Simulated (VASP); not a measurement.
# AlP (F-43m) in VASP: further runs

AlP is run at these levels: PBE; tasks: single point.

Everything below comes from runs of VASP 6.6.1. Logs are shortened: lines on timing, memory, paths and dates and some standing lists are left out, and cuts for length are marked.

### Step 1. The cell of the first run

Symmetry: F-43m, No. 216, cubic system. The conventional cell has a = 5.643 Å, b = 5.643 Å, c = 5.643 Å, α = 90.00°, β = 90.00°, γ = 90.00°. Within 3.2 Å of Al (site symmetry -43m) lie 4 P at 2.44 Å. P (site symmetry -43m) has 4 Al at 2.44 Å within 3.2 Å.

### Step 2. Single point, PBE (strain +3.0%)

The input, INCAR:

```
PREC = Accurate
ENCUT = 500
EDIFF = 1E-6
ISMEAR = 0
SIGMA = 0.01
LREAL = F
LASPH = T
NELM = 120
ALGO = Normal
ISIF = 2
LWAVE = F
LCHARG = F
GGA = PE
NBANDS = 11
GGA_COMPAT = F
```

The input, KPOINTS:

```
Automatic mesh
0
Gamma
  4 4 4
```

The input, POSCAR:

```
AlP
1.0
    0.0000000000      2.8214349228      2.8214349228
    2.8214349228      0.0000000000      2.8214349228
    2.8214349228      2.8214349228      0.0000000000
Al P
1 1
Direct
    0.0000000000      0.0000000000      0.0000000000
    0.2500000000      0.2500000000      0.2500000000
```

Potentials or basis: VASP PAW PBE potentials, release 64 (Al, P).

Command:

```sh
$ cat potpaw_PBE.64/Al/POTCAR potpaw_PBE.64/P/POTCAR > POTCAR
$ mpirun -np 1 vasp_std > vasp.out
```

OUTCAR:

```text
PREC = Accurate
   ENCUT = 500
   EDIFF = 1E-6
   ISMEAR = 0
   LREAL = F
   LASPH = T
   NELM = 120
   ISIF = 2
   GGA = PE

 ion  position               nearest neighbor table
   1  0.000  0.000  0.000-   2 2.44   2 2.44   2 2.44   2 2.44
   2  0.250  0.250  0.250-   1 2.44   1 2.44   1 2.44   1 2.44

  LATTYP: Found a face centered cubic cell.
 ALAT       =     5.6428698456

  Lattice vectors:

 A1 = (   0.0000000000,   2.8214349228,   2.8214349228)
 A2 = (   2.8214349228,   0.0000000000,   2.8214349228)
 A3 = (   2.8214349228,   2.8214349228,   0.0000000000)

Analysis of symmetry for initial positions (statically):
=====================================================================
 Subroutine PRICEL returns:
 Original cell was already a primitive cell.

 Routine SETGRP: Setting up the symmetry group for a
 face centered cubic supercell.

 Subroutine GETGRP returns: Found 24 space group operations
 (whereof 24 operations were pure point group operations)
 out of a pool of 48 trial point group operations.

The static configuration has the point symmetry T_d .

Analysis of symmetry for dynamics (positions and initial velocities):
=====================================================================
 Subroutine PRICEL returns:
 Original cell was already a primitive cell.

 Routine SETGRP: Setting up the symmetry group for a
 face centered cubic supercell.

 Subroutine GETGRP returns: Found 24 space group operations
 (whereof 24 operations were pure point group operations)
 out of a pool of 48 trial point group operations.

The dynamic configuration has the point symmetry T_d .

 Subroutine INISYM returns: Found 24 space group operations
 (whereof 24 operations are pure point group operations),
 and found     1 'primitive' translations

----------------------------------------------------------------------------------------

                                     Primitive cell

  volume of cell :      44.9200

  direct lattice vectors                    reciprocal lattice vectors
     0.000000000  2.821434923  2.821434923    -0.177214791  0.177214791  0.177214791
     2.821434923  0.000000000  2.821434923     0.177214791 -0.177214791  0.177214791
     2.821434923  2.821434923  0.000000000     0.177214791  0.177214791 -0.177214791

  length of vectors
     3.990111533  3.990111533  3.990111533     0.306945022  0.306945022  0.306945022

  position of ions in fractional coordinates (direct lattice)
     0.000000000  0.000000000  0.000000000
     0.250000000  0.250000000  0.250000000

  ion indices of the primitive-cell ions
   primitive index   ion index
                 1           1
                 2           2
[... 66 lines left out ...]
   NELECT =       8.0000    total number of electrons
   NUPDOWN=      -1.0000    fix difference up-down
   EMIN   =  10.00;   EMAX   =-10.00  energy-range for DOS
   EFERMI =   0.00;   METHOD = LEGACY
   ISMEAR =     0;   SIGMA  =   0.01  broadening in eV -4-tet -1-fermi 0-gaus
   EFERMI_NEDOS =   21; number of points for ismear=-14 and -15
   IALGO  =     38    algorithm
   IMIX   =      4    mixing-type and parameters
     AMIX     =   0.40;   BMIX     =  1.00
     AMIX_MAG =   1.60;   BMIX_MAG =  1.00
  volume/ion in A,a.u.               =      22.46       151.57
  Fermi-wavevector in a.u.,A,eV,Ry     =   0.921067  1.740565 11.542711  0.848365
  Thomas-Fermi vector in A             =   2.046443
   LORBIT       =      0    0 simple, 1 ext, 2 COOP (PROOUT), +10 PAW based schemes
   GGA     = PE    functional components
   LHFCALC =     F    Hartree Fock is set to
   AEXX    =    0.0000 exact exchange contribution
   IVDW    =     0    specifies the selected vdW correction
   LEPSILON=     F    determine dielectric tensor
   LRPA    =     F    only Hartree local field effects (RPA)
 non-spin polarized calculation
 Gauss-broadening in eV      SIGMA  =   0.01
  energy-cutoff  :      500.00
  volume of cell :       44.92
 maximum number of plane-waves:      1158
 NGX is ok and might be reduce to    30
   NGX = 15   NGY = 15   NGZ = 15

 number of electron       8.0000001 magnetization

 Free energy of the ion-electron system (eV)
  ---------------------------------------------------
  ext. energy  EPLUGINS =         0.00000000
  ---------------------------------------------------
  free energy    TOTEN  =       -10.23442734 eV

  energy without entropy =      -10.23442734  energy(sigma->0) =      -10.23442734

 E-fermi :   3.8220     XC(G=0):  -8.8127

 val. band max:        3.7532464702   @ k =   0.0000   0.0000   0.0000
 cond. band min:       5.4880134890   @ k =   0.5000   0.5000   0.0000
 fundamental gap:      1.7347670188
 Fermi energy:         3.8220137538

 k-point     1 :       0.0000    0.0000    0.0000
  band No.  band energies     occupation
      1      -7.2178      2.00000
      2       3.7532      2.00000
      3       3.7532      2.00000
      4       3.7532      2.00000
      5       6.2242      0.00000
      6       8.1475      0.00000
      7       8.1475      0.00000
      8       8.1475      0.00000
      9      12.4484      0.00000
     10      12.4484      0.00000
     11      13.3654      0.00000
[... 85 lines left out ...]
 k-point     8 :      -0.2500    0.5000    0.2500
  band No.  band energies     occupation
      1      -5.1585      2.00000
      2      -0.9435      2.00000
      3       0.9249      2.00000
      4       1.2374      2.00000
      5       8.0484      0.00000
      6       9.1841      0.00000
      7       9.7645      0.00000
      8       9.8270      0.00000
      9      14.2462      0.00000
     10      15.1510      0.00000
     11      16.3170      0.00000

------------------------ aborting loop because EDIFF is reached ----------------------------------------

  FORCE on cell =-STRESS in cart. coord.  units (eV):
  Direction    XX          YY          ZZ          XY          YZ          ZX
  --------------------------------------------------------------------------------------
  -------------------------------------------------------------------------------------
  Total       -1.3948108     -1.3948108     -1.3948108      0.0000000      0.0000000      0.0000000
  in kB      -49.7491630    -49.7491630    -49.7491630      0.0000000      0.0000000      0.0000000
  external PRESSURE =     -49.7491630 kB  Pullay stress =       0.0000000 kB

 VOLUME and BASIS-vectors are now :
 -----------------------------------------------------------------------------
  energy-cutoff  :      500.00
  volume of cell :       44.92
      direct lattice vectors                 reciprocal lattice vectors
     0.000000000  2.821434923  2.821434923    -0.177214791  0.177214791  0.177214791
     2.821434923  0.000000000  2.821434923     0.177214791 -0.177214791  0.177214791
     2.821434923  2.821434923  0.000000000     0.177214791  0.177214791 -0.177214791

 POSITION                                       TOTAL-FORCE (eV/Angst)
 -----------------------------------------------------------------------------------
      0.00000      0.00000      0.00000         0.000000      0.000000      0.000000
      1.41072      1.41072      1.41072        -0.000000     -0.000000     -0.000000
 -----------------------------------------------------------------------------------
    total drift:                               -0.000000     -0.000000     -0.000000

  FREE ENERGIE OF THE ION-ELECTRON SYSTEM (eV)
  ---------------------------------------------------
  free  energy   TOTEN  =       -10.2344273359 eV

  energy  without entropy=      -10.2344273359  energy(sigma->0) =      -10.23442734
```

stdout:

```text
POSCAR found type information on POSCAR AlP
 POSCAR found :  2 types and       2 ions
 scaLAPACK will be used
 LDA part: xc-table for (Slater+PW92), standard interpolation
 POSCAR, INCAR and KPOINTS ok, starting setup
 FFT: planning ... GRIDC
 FFT: planning ... GRID_SOFT
 FFT: planning ... GRID
 WAVECAR not read
 entering main loop
```

Run time: 10 s. Hardware: 1 thread of Intel Xeon 8259CL, shared host; peak memory 0.15 GiB.

What came out:

| Item | Value |
| --- | --- |
| Free energy | -10.2344 eV |
| Pressure | -5.0 GPa |
| Band gap on the k mesh | 1.73 eV, indirect (least direct gap 2.47 eV) |

Caveat: the k points lie up to 0.48 Å⁻¹ apart; the cell differs from its parent crystal (strain +3.0%). A k mesh can miss the band edges.

### Step 3. Single point, PBE (strain +4.0%)

The input, INCAR:

```
SYSTEM = AlP
PREC     = Accurate       ! precision mode
ENCUT    = 500            ! plane-wave cutoff, eV
EDIFF    = 1E-6           ! SCF threshold, eV
ISMEAR   = 0              ! smearing method
SIGMA    = 0.01           ! smearing width, eV
LREAL    = .False.        ! projectors in reciprocal space
LASPH    = .True.         ! aspherical terms in the spheres
NELM     = 120            ! most SCF steps
ALGO     = Normal         ! electronic algorithm
ISIF     = 2              ! what is computed and relaxed
LWAVE    = .False.        ! write WAVECAR
LCHARG   = .False.        ! write CHGCAR
GGA      = PE             ! functional
NBANDS   = 11             ! bands
GGA_COMPAT= .False.
```

The input, KPOINTS:

```
Automatic mesh
0
Gamma
  4 4 4
  0 0 0
```

The input, POSCAR:

```
AlP
1.0
    0.0000000000      2.8488274949      2.8488274949
    2.8488274949      0.0000000000      2.8488274949
    2.8488274949      2.8488274949      0.0000000000
Al P
1 1
Direct
    0.0000000000      0.0000000000      0.0000000000
    0.2500000000      0.2500000000      0.2500000000
```

Potentials or basis: VASP PAW PBE potentials, release 64 (Al, P).

Command:

```sh
$ cat potpaw_PBE.64/Al/POTCAR potpaw_PBE.64/P/POTCAR > POTCAR
$ mpirun -np 1 vasp_std > vasp.out
```

Wall time 10 s (1 thread of Intel Xeon 8259CL, shared host); peak memory 0.15 GiB.

Results (log left out):

```
Free energy            : -10.1865 eV
Pressure               : -6.6 GPa
Band gap on the k mesh : 1.78 eV, indirect (least direct gap 2.24 eV)
```

Levels at points of the mesh, in eV from the valence-band top:
```tsv
k point	band 2	band 3	band 4	band 5	band 6	band 7
(0.00, 0.00, 0.00)	0.00	0.00	0.00	2.24	4.35	4.35
(0.50, 0.00, 0.00)	-5.02	-0.69	-0.69	2.32	4.74	4.74
(0.50, 0.50, 0.00)	-4.92	-1.86	-1.86	1.78	2.46	9.98
```

Caveat: the k points lie up to 0.48 Å⁻¹ apart; the cell differs from its parent crystal (strain +4.0%). A k mesh can miss the band edges.

### Step 4. Single point, PBE (strain -4.0%)

The input, INCAR:

```
SYSTEM = AlP
PREC     = Accurate       ! precision mode
ENCUT    = 500            ! plane-wave cutoff, eV
EDIFF    = 1E-6           ! SCF threshold, eV
ISMEAR   = -1             ! smearing method
SIGMA    = 0.02           ! smearing width, eV
LREAL    = .FALSE.        ! projectors in reciprocal space
LASPH    = .TRUE.         ! aspherical terms in the spheres
NELM     = 120            ! most SCF steps
ALGO     = Normal         ! electronic algorithm
ISIF     = 2              ! what is computed and relaxed
LWAVE    = .FALSE.        ! write WAVECAR
LCHARG   = .FALSE.        ! write CHGCAR
GGA      = PE             ! functional
NBANDS   = 11             ! bands
GGA_COMPAT= .FALSE.
```

The input, KPOINTS:

```
Automatic mesh
0
G
  8 8 8
  0 0 0
```

The input, POSCAR:

```
AlP
1.0
    0.0000000000      2.6296869183      2.6296869183
    2.6296869183      0.0000000000      2.6296869183
    2.6296869183      2.6296869183      0.0000000000
Al P
1 1
Direct
    0.0000000000      0.0000000000      0.0000000000
    0.2500000000      0.2500000000      0.2500000000
```

Command:

```sh
$ cat potpaw_PBE.64/Al/POTCAR potpaw_PBE.64/P/POTCAR > POTCAR
$ mpirun -np 1 vasp_std > vasp.out
```

Run time: 19 s. Hardware: 1 thread of Intel Xeon 8259CL, shared host; peak memory 0.15 GiB.

The run converged. Its results:

| Quantity | Value |
| --- | --- |
| Free energy | -10.1521 eV |
| Pressure | 15.1 GPa |
| Band gap on the k mesh | 1.33 eV, indirect (least direct gap 3.67 eV) |

Levels at points of the mesh, in eV from the valence-band top:
```
           k point  band 1  band 2  band 3  band 4  band 5  band 6  band 7  band 8  band 9
(0.00, 0.00, 0.00)  -12.19    0.00    0.00    0.00    4.29    4.71    4.71    4.71    8.95
(0.50, 0.00, 0.00)  -10.22   -6.06   -0.83   -0.83    3.24    4.83    4.83    8.56   11.89
(0.50, 0.50, 0.00)   -9.43   -5.71   -2.34   -2.34    1.33    2.41   12.04   12.04   12.57
```

Caveat: the cell differs from its parent crystal (strain -4.0%). A k mesh can miss the band edges.

### Step 5. Single point, PBE (strain -3.0%)

The input, INCAR:

```
SYSTEM = AlP
ALGO     = Normal         ! electronic algorithm
EDIFF    = 1E-6           ! SCF threshold, eV
ENCUT    = 500            ! plane-wave cutoff, eV
GGA      = PE             ! functional
GGA_COMPAT= .False.      
ISIF     = 2              ! what is computed and relaxed
ISMEAR   = -1             ! smearing method
LASPH    = .True.         ! aspherical terms in the spheres
LCHARG   = .False.        ! write CHGCAR
LREAL    = .False.        ! projectors in reciprocal space
LWAVE    = .False.        ! write WAVECAR
NBANDS   = 11             ! bands
NELM     = 120            ! most SCF steps
PREC     = Accurate       ! precision mode
SIGMA    = 0.02           ! smearing width, eV
```

The input, KPOINTS:

```
k-points
0
Gamma
  8 8 8
  0 0 0
```

The input, POSCAR:

```
AlP
1.0
    0.0000000000      2.6570794904      2.6570794904
    2.6570794904      0.0000000000      2.6570794904
    2.6570794904      2.6570794904      0.0000000000
Al P
1 1
Direct
    0.0000000000      0.0000000000      0.0000000000
    0.2500000000      0.2500000000      0.2500000000
```

Command:

```sh
$ cat potpaw_PBE.64/Al/POTCAR potpaw_PBE.64/P/POTCAR > POTCAR
$ mpirun -np 1 vasp_std > vasp.out
```

Wall time 19 s (1 thread of Intel Xeon 8259CL, shared host); peak memory 0.15 GiB.

The run converged. Its results:

```yaml
Free_energy: -10.2451 eV
Pressure: 10.9 GPa
Band_gap_on_the_k_mesh: 1.41 eV, indirect (least direct gap 3.68 eV)
```

Levels at points of the mesh, in eV from the valence-band top:
```csv
k point,band 2,band 3,band 4,band 5,band 6,band 7
"(0.00, 0.00, 0.00)",0.00,0.00,0.00,4.01,4.67,4.67
"(0.50, 0.00, 0.00)",-5.91,-0.81,-0.81,3.12,4.83,4.83
"(0.50, 0.50, 0.00)",-5.59,-2.27,-2.27,1.41,2.43,11.78
```

Caveat: the cell differs from its parent crystal (strain -3.0%). A k mesh can miss the band edges.

### Step 6. The runs side by side

```csv
cell,k mesh,smearing,gap on the mesh (eV),pressure (GPa)
"a = 3.990 Å, angles 60.0°, 2 atoms",4 × 4 × 4,gaussian 0.01 eV,1.73,-5.0
"a = 4.029 Å, angles 60.0°, 2 atoms",4 × 4 × 4,gaussian 0.01 eV,1.78,-6.6
"a = 3.719 Å, angles 60.0°, 2 atoms",8 × 8 × 8,fermi-dirac 0.02 eV,1.33,15.1
"a = 3.758 Å, angles 60.0°, 2 atoms",8 × 8 × 8,fermi-dirac 0.02 eV,1.41,10.9
```

Alike in all rows: task single point; level PBE; potentials or basis VASP PAW PBE potentials, release 64 (Al, P); no spin polarisation; cutoff (eV) 500.

Caveats: some runs use coarse meshes.

Absolute energies hang on the potentials; compare differences alone.
